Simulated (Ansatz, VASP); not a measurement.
# W: VASP beside Ansatz

```
CELL_PARAMETERS angstrom
0.00000 1.99909 1.89873
1.99909 0.00000 1.89873
1.99909 1.99909 0.00000
ATOMIC_POSITIONS crystal
W 0.00000 0.00000 0.00000
```

Alike in both runs: task single point; functional LDA; k mesh 22 × 22 × 22; occupations gaussian, width 0.15 eV; no spin polarisation.

|  | VASP | Ansatz |
| --- | --- | --- |
| version | VASP 6.6.1 | Ansatz 0.2.0 |
| potentials or method | VASP PAW LDA potentials, release 64 (W_sv), cutoff 520 eV | scalar-relativistic, plane waves, PAW |
| valence electrons in the cell | 14 | 14 |

|  | VASP | Ansatz | Ansatz less VASP |
| --- | --- | --- | --- |
| gap on the k mesh at the Fermi level (eV) | none | none | - |
| pressure (GPa) | 12.8 | 10.8 | -2.02 |
| traceless stress, the component that is largest in VASP (GPa) | -10.70 | -10.70 | -0.001 |

Ansatz warns that its potentials were made for another functional, while VASP's fit it. LDA's correlation is that of Perdew and Zunger in VASP and of Perdew and Wang (1992) in Ansatz. A gap of «none» marks a metal or a gap that the smearing closes.

Neither program's run includes spin-orbit coupling.
